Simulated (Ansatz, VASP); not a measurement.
# Two plane-wave programs on Ir

```
Ir
1.0
     0.00000    1.88628    1.88628
     1.88628    0.00000    1.88628
     1.88628    1.88628    0.00000
Ir
1
Direct
  0.00000 0.00000 0.00000
```

Alike in both runs: task single point; functional BLYP; k mesh 22 × 22 × 22; occupations fermi-dirac, width 0.05 eV; collinear spin.

|  | VASP | Ansatz |
| --- | --- | --- |
| version | VASP 6.6.1 | Ansatz 0.2.0 |
| potentials or method | VASP PAW PBE potentials, release 64 (Ir_sv_GW), cutoff 560 eV | plane waves (420 eV) with PAW, scalar-relativistic |
| valence electrons in the cell | 17 | 17 |

```tsv
	VASP	Ansatz	Ansatz less VASP
net moment per atom (μB)	0.00	0.00	0.000
```

VASP's potentials were made for PBE, not for BLYP. With one functional, cell and mesh, what is left measures potentials, basis and numerics. Ansatz's warnings: seeded moment not kept.

Spin-orbit coupling is off throughout.
